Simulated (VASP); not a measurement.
# Au (Pm-3m) in VASP: further runs, part 2 of 2

VASP 6.6.1.

### Step 3. Single point, PBE

This run uses another cell than the first one, of 20.76 Å³/atom, 1.021 times its volume.

INCAR

```
SYSTEM = Au
  PREC = Accurate
  ENCUT = 520
  EDIFF = 1E-6
  ISMEAR = 0
  SIGMA = 0.025
  LREAL = .False.
  LASPH = .True.
  NELM = 60
  ALGO = Normal
  ISIF = 2
  LWAVE = .False.
  LCHARG = .False.
  GGA = PE
  NBANDS = 12
```

KPOINTS

```
Automatic mesh
0
Gamma
  10 10 10
  0 0 0
```

POSCAR

```
Au
1.0
    2.7484100000      0.0000000000      0.0000000000
    0.0000000000      2.7484100000      0.0000000000
    0.0000000000      0.0000000000      2.7484100000
Au
1
Direct
    0.5000000000      0.5000000000      0.5000000000
```

Potentials or basis: VASP PAW PBE potentials, release 64 (Au).

Started as:

```console
$ cat potpaw_PBE.64/Au/POTCAR > POTCAR
$ mpirun -np 1 vasp_std > vasp.out
```

OUTCAR:

```text
SYSTEM = Au
   PREC = Accurate
   ENCUT = 520
   EDIFF = 1E-6
   ISMEAR = 0
   LREAL = .False.
   LASPH = .True.
   NELM = 60
   ISIF = 2
   GGA = PE

 ion  position               nearest neighbor table
   1  0.500  0.500  0.500-

  LATTYP: Found a simple cubic cell.
 ALAT       =     2.7484100000

  Lattice vectors:

 A1 = (   2.7484100000,   0.0000000000,   0.0000000000)
 A2 = (   0.0000000000,   2.7484100000,   0.0000000000)
 A3 = (   0.0000000000,   0.0000000000,   2.7484100000)

Analysis of symmetry for initial positions (statically):
=====================================================================
 Subroutine PRICEL returns:
 Original cell was already a primitive cell.

 Routine SETGRP: Setting up the symmetry group for a
 simple cubic supercell.

 Subroutine GETGRP returns: Found 48 space group operations
[... 9 lines left out ...]

 Routine SETGRP: Setting up the symmetry group for a
 simple cubic supercell.

 Subroutine GETGRP returns: Found 48 space group operations
[... 11 lines left out ...]
                                     Primitive cell

  volume of cell :      20.7608

  direct lattice vectors                    reciprocal lattice vectors
     2.748410000  0.000000000  0.000000000     0.363846733  0.000000000  0.000000000
     0.000000000  2.748410000  0.000000000     0.000000000  0.363846733  0.000000000
     0.000000000  0.000000000  2.748410000     0.000000000  0.000000000  0.363846733

  length of vectors
     2.748410000  2.748410000  2.748410000     0.363846733  0.363846733  0.363846733

  position of ions in fractional coordinates (direct lattice)
     0.500000000  0.500000000  0.500000000

  ion indices of the primitive-cell ions
   primitive index   ion index
                 1           1

----------------------------------------------------------------------------------------

 KPOINTS: Automatic mesh

Automatic generation of k-mesh.
 Grid dimensions read from file:
 generate k-points for:   10   10   10

 Generating k-lattice:

  Cartesian coordinates                     Fractional coordinates (reciprocal lattice)
     0.036384673  0.000000000  0.000000000     0.100000000  0.000000000  0.000000000
     0.000000000  0.036384673  0.000000000     0.000000000  0.100000000  0.000000000
     0.000000000  0.000000000  0.036384673     0.000000000  0.000000000  0.100000000

  Length of vectors
     0.036384673  0.036384673  0.036384673

  Shift w.r.t. Gamma in fractional coordinates (k-lattice)
     0.000000000  0.000000000  0.000000000

 Subroutine IBZKPT returns following result:
 ===========================================

 Found     56 irreducible k-points:

 Following reciprocal coordinates:
            Coordinates               Weight
  0.000000  0.000000  0.000000      1.000000
  0.100000  0.000000  0.000000      6.000000
  0.200000  0.000000  0.000000      6.000000
  0.300000  0.000000  0.000000      6.000000
  0.400000  0.000000  0.000000      6.000000
  0.500000  0.000000  0.000000      3.000000
[... 16 lines left out ...]
  0.200000  0.100000  0.100000     24.000000
  0.300000  0.100000  0.100000     24.000000
 [... further k-points ...]
   k-points           NKPTS =     56   k-points in BZ     NKDIM =     56   number of bands    NBANDS=     12
   number of dos      NEDOS =    301   number of ions     NIONS =      1
   total plane-waves  NPLWV =   8000
   dimension x,y,z NGX =    20 NGY =   20 NGZ =   20
   dimension x,y,z NGXF=    40 NGYF=   40 NGZF=   40
   ions per type =               1
   NGX,Y,Z   is equivalent  to a cutoff of  12.10, 12.10, 12.10 a.u.
   NGXF,Y,Z  is equivalent  to a cutoff of  24.20, 24.20, 24.20 a.u.
 SYSTEM =  Au
   PREC   = accura    normal or accurate (medium, high low for compatibility)
   ISTART =      0    job   : 0-new  1-cont  2-samecut
   ICHARG =      2    charge: 1-file 2-atom 10-const
   ISPIN  =      1    spin polarized calculation?
   LNONCOLLINEAR =      F non collinear calculations
   LSORBIT =      F    spin-orbit coupling
   LASPH  =      T    aspherical Exc in radial PAW
   ENCUT  =  520.0 eV  38.22 Ry    6.18 a.u.   5.11  5.11  5.11*2*pi/ulx,y,z
   NELM   =     60;   NELMIN=  2; NELMDL= -5     # of ELM steps
   EDIFF  = 0.1E-05   stopping-criterion for ELM
   LREAL  =      F    real-space projection
   EDIFFG = 0.1E-04   stopping-criterion for IOM
   NSW    =      0    number of steps for IOM
   IBRION =     -1    ionic relax: 0-MD 1-quasi-New 2-CG
   NFREE  =      0    steps in history (QN), initial steepest desc. (CG)
   ISIF   =      2    stress and relaxation
   ISYM   =      2    0-nonsym 1-usesym 2-fastsym
   POTIM  = 0.5000    time-step for ionic-motion
   TEBEG  =    0.0;   TEEND  =   0.0 temperature during run
   PSTRESS=    0.0 pullay stress
   NELECT =      11.0000    total number of electrons
   NUPDOWN=      -1.0000    fix difference up-down
   EMIN   =  10.00;   EMAX   =-10.00  energy-range for DOS
   EFERMI =   0.00;   METHOD = LEGACY
   ISMEAR =     0;   SIGMA  =   0.03  broadening in eV -4-tet -1-fermi 0-gaus
   EFERMI_NEDOS =   21; number of points for ismear=-14 and -15
   IALGO  =     38    algorithm
   IMIX   =      4    mixing-type and parameters
     AMIX     =   0.40;   BMIX     =  1.00
     AMIX_MAG =   1.60;   BMIX_MAG =  1.00
  volume/ion in A,a.u.               =      20.76       140.10
  Fermi-wavevector in a.u.,A,eV,Ry     =   1.324720  2.503358 23.876646  1.754884
  Thomas-Fermi vector in A             =   2.454234
   LORBIT       =      0    0 simple, 1 ext, 2 COOP (PROOUT), +10 PAW based schemes
   GGA     = PE    functional components
   LHFCALC =     F    Hartree Fock is set to
   AEXX    =    0.0000 exact exchange contribution
   IVDW    =     0    specifies the selected vdW correction
   LEPSILON=     F    determine dielectric tensor
   LRPA    =     F    only Hartree local field effects (RPA)
 non-spin polarized calculation
 Gauss-broadening in eV      SIGMA  =   0.03
  energy-cutoff  :      520.00
  volume of cell :       20.76
 maximum number of plane-waves:       587
   NGX = 11   NGY = 11   NGZ = 11

 number of electron      10.9999996 magnetization

 Free energy of the ion-electron system (eV)
  ---------------------------------------------------
  ext. energy  EPLUGINS =         0.00000000
  ---------------------------------------------------
  free energy    TOTEN  =        -3.01163805 eV

  energy without entropy =       -3.01142605  energy(sigma->0) =       -3.01153205

 E-fermi :   6.3205     XC(G=0): -11.4227

 val. band max:        6.1791273602   @ k =   0.4000   0.3000   0.0000
 cond. band min:       6.3376060952   @ k =   0.4000   0.2000   0.2000
 fundamental gap:      0.1584787350
 Fermi energy:         6.3205043365

 k-point     1 :       0.0000    0.0000    0.0000
  band No.  band energies     occupation
      1      -1.4733      2.00000
      2       0.6770      2.00000
      3       0.6770      2.00000
      4       4.8366      2.00000
      5       4.8366      2.00000
      6       4.8366      2.00000
      7      20.1113      0.00000
      8      20.1113      0.00000
      9      20.1113      0.00000
     10      24.9196      0.00000
     11      27.3526      0.00000
     12      27.3526      0.00000

 k-point     2 :       0.1000    0.0000    0.0000
  band No.  band energies     occupation
      1      -1.2360      2.00000
      2       0.7131      2.00000
      3       0.8683      2.00000
      4       4.6810      2.00000
      5       4.6810      2.00000
      6       4.8493      2.00000
      7      18.3505      0.00000
      8      20.5028      0.00000
      9      20.5028      0.00000
     10      25.7088      0.00000
     11      26.6061      0.00000
     12      28.6323      0.00000
[... 301 lines left out ...]
 k-point    23 :       0.2000    0.1000    0.1000
  band No.  band energies     occupation
      1      -0.1410      2.00000
      2       1.1047      2.00000
      3       1.6150      2.00000
      4       4.1420      2.00000
      5       4.1534      2.00000
      6       4.5787      2.00000
      7      16.0664      0.00000
      8      19.6728      0.00000
      9      20.2675      0.00000
     10      26.4064      0.00000
     11      28.5801      0.00000
     12      30.4504      0.00000

 k-point    24 :       0.3000    0.1000    0.1000
  band No.  band energies     occupation
      1       0.4812      2.00000
      2       1.2292      2.00000
      3       2.6248      2.00000
      4       3.6777      2.00000
      5       3.9778      2.00000
      6       4.6296      2.00000
      7      13.1531      0.00000
      8      20.7751      0.00000
      9      21.4499      0.00000
     10      25.2043      0.00000
     11      27.7792      0.00000
     12      30.3640      0.00000

 [... further k-points ...]

------------------------ aborting loop because EDIFF is reached ----------------------------------------

  FORCE on cell =-STRESS in cart. coord.  units (eV):
  Direction    XX          YY          ZZ          XY          YZ          ZX
  --------------------------------------------------------------------------------------
  -------------------------------------------------------------------------------------
  Total        0.0070665      0.0070665      0.0070665     -0.0000000      0.0000000     -0.0000000
  in kB        0.5453434      0.5453434      0.5453434     -0.0000000      0.0000000     -0.0000000
  external PRESSURE =       0.5453434 kB  Pullay stress =       0.0000000 kB

 VOLUME and BASIS-vectors are now :
 -----------------------------------------------------------------------------
  energy-cutoff  :      520.00
  volume of cell :       20.76
      direct lattice vectors                 reciprocal lattice vectors
     2.748410000  0.000000000  0.000000000     0.363846733  0.000000000  0.000000000
     0.000000000  2.748410000  0.000000000     0.000000000  0.363846733  0.000000000
     0.000000000  0.000000000  2.748410000     0.000000000  0.000000000  0.363846733

 POSITION                                       TOTAL-FORCE (eV/Angst)
 -----------------------------------------------------------------------------------
      1.37420      1.37420      1.37420         0.000000      0.000000      0.000000
 -----------------------------------------------------------------------------------
    total drift:                               -0.000000      0.000000     -0.000000

  FREE ENERGIE OF THE ION-ELECTRON SYSTEM (eV)
  ---------------------------------------------------
  free  energy   TOTEN  =        -3.0116380550 eV

  energy  without entropy=       -3.0114260494  energy(sigma->0) =       -3.01153205
```

Run time: 6.8 s. Hardware: 1 thread of Intel Xeon 6975P-C, shared host; peak memory 0.13 GiB.

What came out:

- Free energy: -3.0116 eV
- Pressure: 0.1 GPa

Caveat: spin-orbit coupling is left out, which moves the levels of the heavy elements.

### Step 4. Single point, PBE

This run uses another cell than the first one, of 20.76 Å³/atom, 1.021 times its volume.

INCAR

```
ALGO = Normal
EDIFF = 1E-6
ENCUT = 520
GGA = PE
ISIF = 2
ISMEAR = 0
LASPH = True
LCHARG = True
LELF = True
LREAL = False
LVHAR = True
LWAVE = False
NBANDS = 12
NELM = 60
PREC = Accurate
SIGMA = 0.026000000000000002
```

KPOINTS

```
k-points
0
Gamma
  10 10 10
```

POSCAR is that of step 3.

Potentials or basis: VASP PAW PBE potentials, release 64 (Au).

Started as:

```console
$ cat potpaw_PBE.64/Au/POTCAR > POTCAR
$ mpirun -np 1 vasp_std > vasp.out
```

OUTCAR:

```text
EDIFF = 1E-6
   ENCUT = 520
   GGA = PE
   ISIF = 2
   ISMEAR = 0
   LASPH = True
   LREAL = False
   NELM = 60
   PREC = Accurate

 ion  position               nearest neighbor table
   1  0.500  0.500  0.500-

  LATTYP: Found a simple cubic cell.
 ALAT       =     2.7484100000

  Lattice vectors:

 A1 = (   2.7484100000,   0.0000000000,   0.0000000000)
 A2 = (   0.0000000000,   2.7484100000,   0.0000000000)
 A3 = (   0.0000000000,   0.0000000000,   2.7484100000)

Analysis of symmetry for initial positions (statically):
=====================================================================
 Subroutine PRICEL returns:
 Original cell was already a primitive cell.

 Routine SETGRP: Setting up the symmetry group for a
 simple cubic supercell.

 Subroutine GETGRP returns: Found 48 space group operations
[... 9 lines left out ...]

 Routine SETGRP: Setting up the symmetry group for a
 simple cubic supercell.

 Subroutine GETGRP returns: Found 48 space group operations
[... 11 lines left out ...]
                                     Primitive cell

  volume of cell :      20.7608

[... 140 lines left out ...]

 k-point     1 :       0.0000    0.0000    0.0000
  band No.  band energies     occupation
      1      -1.4733      2.00000
      2       0.6770      2.00000
      3       0.6770      2.00000
      4       4.8366      2.00000
      5       4.8366      2.00000
      6       4.8366      2.00000
      7      20.1113      0.00000
      8      20.1113      0.00000
      9      20.1113      0.00000
     10      24.9196      0.00000
     11      27.3526      0.00000
     12      27.3526      0.00000
[... 331 lines left out ...]
 k-point    24 :       0.3000    0.1000    0.1000
  band No.  band energies     occupation
      1       0.4812      2.00000
      2       1.2292      2.00000
      3       2.6248      2.00000
      4       3.6777      2.00000
      5       3.9778      2.00000
      6       4.6296      2.00000
      7      13.1531      0.00000
      8      20.7751      0.00000
      9      21.4499      0.00000
     10      25.2043      0.00000
     11      27.7792      0.00000
     12      30.3640      0.00000

 [... further k-points ...]

------------------------ aborting loop because EDIFF is reached ----------------------------------------

  FORCE on cell =-STRESS in cart. coord.  units (eV):
  Direction    XX          YY          ZZ          XY          YZ          ZX
  --------------------------------------------------------------------------------------
  -------------------------------------------------------------------------------------
  Total        0.0070663      0.0070663      0.0070663      0.0000000      0.0000000      0.0000000
  in kB        0.5453294      0.5453294      0.5453294      0.0000000      0.0000000      0.0000000
  external PRESSURE =       0.5453294 kB  Pullay stress =       0.0000000 kB

 VOLUME and BASIS-vectors are now :
 -----------------------------------------------------------------------------
  energy-cutoff  :      520.00
  volume of cell :       20.76
      direct lattice vectors                 reciprocal lattice vectors
     2.748410000  0.000000000  0.000000000     0.363846733  0.000000000  0.000000000
     0.000000000  2.748410000  0.000000000     0.000000000  0.363846733  0.000000000
     0.000000000  0.000000000  2.748410000     0.000000000  0.000000000  0.363846733

 POSITION                                       TOTAL-FORCE (eV/Angst)
 -----------------------------------------------------------------------------------
      1.37420      1.37420      1.37420         0.000000      0.000000      0.000000
 -----------------------------------------------------------------------------------
    total drift:                               -0.000000      0.000000     -0.000000

  FREE ENERGIE OF THE ION-ELECTRON SYSTEM (eV)
  ---------------------------------------------------
  free  energy   TOTEN  =        -3.0116465356 eV

  energy  without entropy=       -3.0114260498  energy(sigma->0) =       -3.01153629
```

Wall time 8.6 s (1 thread of Intel Xeon 6975P-C, shared host); peak memory 0.13 GiB.

What came out:

* Free energy: -3.0116 eV
* Pressure: 0.1 GPa

Caveat: spin-orbit coupling is left out, which moves the levels of the heavy elements.

### Step 5. The runs side by side

| level | cell | smearing | gap on the mesh (eV) | pressure (GPa) |
| --- | --- | --- | --- | --- |
| BLYP+D3(BJ) | a = 2.730 Å, 1 atom | fermi-dirac 0.05 eV | none | 0.6 |
| PBE | a = 2.748 Å, 1 atom | gaussian 0.025 eV | none | 0.1 |
| PBE | a = 2.748 Å, 1 atom | gaussian 0.026 eV | none | 0.1 |

Alike in all rows: task single point; potentials or basis VASP PAW PBE potentials, release 64 (Au); no spin polarisation; k mesh 10 × 10 × 10; cutoff (eV) 520.

Caveats: spin-orbit coupling is left out, which moves the levels of the heavy elements; the PAW data sets were made with another functional, which shifts forces and pressure a little (some runs); pairwise dispersion overbinds metals, which lowers pressure and volume (some runs).

Total energies depend on the potentials used, so only differences within one code and one set of settings carry meaning.
